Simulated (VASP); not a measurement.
A run of VASP 6.6.1 is set up as follows.

Contents of INCAR:

```
  PREC = Accurate
  ENCUT = 600
  EDIFF = 1E-6
  ISMEAR = 0
  SIGMA = 0.1
  LREAL = F
  LASPH = T
  NELM = 60
  ALGO = Normal
  ISIF = 3
  LWAVE = F
  LCHARG = F
  GGA = PE
  IBRION = 2
  NSW = 70
  EDIFFG = -0.008
  PSTRESS = 20.0
```

Contents of KPOINTS:

```
regular mesh
0
Gamma
  18 18 18
```

File POSCAR:

```
Pt
1.0
    0.0000000000      1.9723388467      1.9723388467
    1.9723388467      0.0000000000      1.9723388467
    1.9723388467      1.9723388467      0.0000000000
Pt
1
Direct
    0.0000000000      0.0000000000      0.0000000000
```

Potentials or basis: VASP PAW PBE potentials, release 64 (Pt).

The run is started by

```bash
$ cat potpaw_PBE.64/Pt/POTCAR > POTCAR
$ mpirun -np 1 vasp_std > vasp.out
```

Task: Estimate the space group after relaxing (to 0.05 Å).

Result: Fm-3m (No. 225).

Task: What does it give for the relaxed cell?

Result: a = 2.798 Å, b = 2.798 Å, c = 2.798 Å, α = 60.00°, β = 60.00°, γ = 60.00°.

Task: Predict the relaxed volume.

Result: 15.50 Å³/atom.

Task: Estimate the band gap on the k mesh.

Result: Zero (band 5 reaches 11.22 eV, above the bottom of band 6 at 9.09 eV).

Step by step:
```
step  energy change (eV)  largest force (eV/Å)  pressure (GPa)  volume (Å³)
   1              0.0000                0.0000            4.61        15.35
   2              0.0002                0.0000           -4.37        15.91
   3             -0.0031                0.0000            1.99        15.50
```

Caveat: the cell is relaxed towards a set pressure, so the enthalpy falls and the energy may rise; spin-orbit coupling is left out, which moves the levels of the heavy elements. Zero-point motion and thermal expansion aren't in these numbers.
